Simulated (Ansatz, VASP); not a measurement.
Two plane-wave programs on WS2

POSCAR

```
WS2
1.0
    3.1810954061      0.0000000000      0.0000000000
   -1.5905477030      2.7549094335      0.0000000000
    0.0000000000      0.0000000000     16.9507399955
W S
1 2
Direct
    0.3333333333      0.6666666667      0.0000000000
    0.6666666667      0.3333333333      0.9080224901
    0.6666666667      0.3333333333      0.0919775099
```

The input INCAR.step1:

```
SYSTEM = WS2
ALGO = Normal
EDIFF = 1E-4
ENCUT = 520
GGA = PE
ISMEAR = 0
LASPH = .True.
LCHARG = .False.
LREAL = .False.
LWAVE = .True.
NBANDS = 20
NELM = 60
PREC = Accurate
SIGMA = 0.02
```

The input INCAR.step2:

```
SYSTEM = WS2
ALGO = Normal
EDIFF = 1E-6
ENCUT = 520
ISIF = 2
ISMEAR = 0
ISTART = 1
LASPH = .True.
LCHARG = .False.
LMIXTAU = .True.
LREAL = .False.
LWAVE = .False.
METAGGA = R2SCAN
NBANDS = 20
NELM = 60
PREC = Accurate
SIGMA = 0.02
```

KPOINTS

```
k-points
0
Gamma
  12 12 2
  0 0 0
```

Input for Ansatz:

```yaml
crystal:
  lattice:
    - [3.1810953814, 0.0, 0.0]
    - [-1.5905476907, 2.7549094121, 0.0]
    - [0.0, 0.0, 16.9507399585]
  atoms:
    - { symbol: W, position: [0.3333333333, 0.6666666667, 0.0] }
    - { symbol: S, position: [0.6666666667, 0.3333333333, 0.9080224901] }
    - { symbol: S, position: [0.6666666667, 0.3333333333, 0.0919775099] }
basis:
  ecutwfc: 500
kpoints:
  mp_grid: { grid: [12, 12, 2] }
  band_path:
    path:
      - [[0.0, 0.0, 0.0], [0.5, 0.0, 0.0], [0.33333333, 0.33333333, 0.0], [0.0, 0.0, 0.0], [0.0, 0.0, 0.5], [0.5, 0.0, 0.5], [0.33333333, 0.33333333, 0.5], [0.0, 0.0, 0.5]]
      - [[0.5, 0.0, 0.5], [0.5, 0.0, 0.0]]
      - [[0.33333333, 0.33333333, 0.5], [0.33333333, 0.33333333, 0.0]]
    npoints: 14
hamiltonian:
  xc: r2scan
scf:
  occupations: { method: gaussian, width: 0.02 }
  n_extra_bands: 7
output:
  forces: true
  stress: true
  eigenvalues: true
  populations: true
  dos: { projected: true, de: 0.02, nscf_kmesh: { grid: [18, 18, 3] } }
  bader: true
  write_density: true
  write_potential: true
  elf: true
  volumetric_format: npy
```

Alike in both runs: task single point; functional r2SCAN; k mesh 12 × 12 × 2; occupations gaussian, width 0.02 eV; no spin polarisation.

|  | VASP | Ansatz |
| --- | --- | --- |
| version | VASP 6.6.1 | Ansatz 0.2.0 |
| potentials or method | VASP PAW PBE potentials, release 64 (W_sv, S), cutoff 520 eV | scalar-relativistic, plane waves, PAW |
| valence electrons in the cell | 26 | 26 |

Ansatz gave:

| Quantity | Value |
| --- | --- |
| gap on the k mesh at the Fermi level (eV) | 1.90 |
| least direct gap on the mesh (eV) | 1.92 |
| rms of the force components (eV/Å) | 0.000 |

Task: Estimate VASP's values.

Result: gap on the k mesh at the Fermi level (eV): 1.91; least direct gap on the mesh (eV): 1.93; rms of the force components (eV/Å): 0.010.

VASP's potentials were made for PBE, not for r2SCAN. Atom by atom the forces differ by 0.010 eV/Å (rms over components). Ansatz's warnings: xc potential rough in thin density.

Neither program's run includes spin-orbit coupling.
